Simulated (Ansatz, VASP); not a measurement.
One calculation of Mo, two programs

```
CELL_PARAMETERS angstrom
2.69767 0.00000 0.00000
-0.89922 2.54339 0.00000
0.00000 0.00000 16.40528
ATOMIC_POSITIONS crystal
Mo 0.00000 0.00000 0.37100
Mo 0.50000 0.50000 0.50000
Mo 0.00000 0.00000 0.62900
```

Alike in both runs: functional LDA; k mesh 16 × 16 × 1; occupations methfessel-paxton of order 1, width 0.1 eV; no spin polarisation.

Ansatz relaxed the structure, and its values are those at the end. VASP's run is a single point on that final structure, the one shown.

|  | VASP | Ansatz |
| --- | --- | --- |
| version | VASP 6.6.1 | Ansatz 0.2.0 |
| potentials or method | VASP PAW LDA potentials, release 64 (Mo_sv) | scalar-relativistic, plane waves, PAW |
| plane-wave cutoff (eV) | 520 | 420 |
| valence electrons in the cell | 42 | 42 |

|  | VASP | Ansatz | Ansatz less VASP |
| --- | --- | --- | --- |
| gap on the k mesh at the Fermi level (eV) | none | none | - |
| rms of the force components (eV/Å) | 0.031 | 0.001 | -0.0306 |

LDA's correlation is that of Perdew and Zunger in VASP and of Perdew and Wang (1992) in Ansatz. A gap of «none» marks a metal or a gap that the smearing closes.
